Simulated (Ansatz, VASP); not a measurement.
PdC in VASP and in Ansatz

```xyz
4
Lattice="1.5989 -4.2188 0.0000 1.5989 4.2188 0.0000 0.0000 0.0000 3.1762" Properties=species:S:1:pos:R:3 pbc="T T T"
Pd    1.5989   -2.9869    2.3822
Pd    1.5989    2.9869    0.7941
C     1.5989   -0.4219    2.3822
C     1.5989    0.4219    0.7941
```

Alike in both runs: task single point; functional PBE; k mesh 6 × 6 × 6; occupations gaussian, width 0.1 eV; no spin polarisation.

```csv
,VASP,Ansatz
version,VASP 6.6.1,Ansatz 0.2.0
potentials or method,"VASP PAW PBE potentials, release 64 (Pd, C), cutoff 520 eV","scalar-relativistic, plane waves, PAW"
valence electrons in the cell,28,44
```

|  | VASP | Ansatz | Ansatz less VASP |
| --- | --- | --- | --- |
| gap on the k mesh at the Fermi level (eV) | none | none | - |
| pressure (GPa) | -0.4 | -0.5 | -0.05 |
| traceless stress, the component that is largest in VASP (GPa) | -17.49 | -17.50 | -0.012 |
| rms of the force components (eV/Å) | 0.431 | 0.434 | +0.0030 |

Atom by atom the forces differ by 0.009 eV/Å (rms over components). A gap of «none» marks a metal or a gap that the smearing closes. With one functional, cell and mesh, what is left measures potentials, basis and numerics. VASP's potentials hold 28 valence electrons a cell and Ansatz's 44, so a difference there can come from the potentials and not from the codes.
